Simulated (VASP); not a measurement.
Set up this calculation in VASP 6.6.1, as the native input.

```yaml
Task: single point
Functional: PBEsol
Potentials_or_basis: VASP PAW PBE potentials, release 64 (Sn_d)
Cutoff: 520 eV
k_mesh: 20 × 20 × 20
Occupations: gaussian, width 0.15 eV
Spin: no spin polarisation
Dipole_correction: no
Further_INCAR_settings: ALGO = Fast; EDIFF = 1e-06; NBANDS = 13
```

The structure of Sn lies in POSCAR:

```
Sn
1.0
   -1.6608315898      1.7755470000      2.2898262541
    1.7922464102     -1.7755470000      2.3868577459
    1.6608315898      1.7755470000     -2.2898262541
Sn
1
Direct
    0.0000000000      0.0000000000      0.0000000000
```

This cell differs from its parent crystal: strain +0.0562 x Voigt [0, 0, 0, 0, 1, 0].

These files were run (other wordings do the same):

INCAR

```
  PREC = Accurate
  ENCUT = 520
  EDIFF = 1E-6
  ISMEAR = 0
  SIGMA = 0.15
  LREAL = F
  LASPH = T
  NELM = 100
  ALGO = Fast
  ISIF = 2
  LWAVE = F
  LCHARG = F
  GGA = PS
  NBANDS = 13
```

KPOINTS

```
regular mesh
0
Gamma
  20 20 20
```

Potentials or basis: VASP PAW PBE potentials, release 64 (Sn_d).

The run is started by

```bash
$ cat potpaw_PBE.64/Sn_d/POTCAR > POTCAR
$ mpirun -np 1 vasp_std > vasp.out
```

Results of the run:

```yaml
Pressure: -3.5 GPa
Band_gap_on_the_k_mesh: zero (bands 7 and 8 overlap by 8.71 eV)
```

Caveat: the cell differs from its parent crystal (strain +0.0562 x Voigt [0, 0, 0, 0, 1, 0]); the cell stands under tension; the PAW data sets were made with another functional, which shifts forces and pressure a little; spin-orbit coupling is left out, which moves the levels of the heavy elements.

It took 24 min on 1 thread of Oxide Virtual Turin-like Processor, on a shared host, peak memory 0.73 GiB.
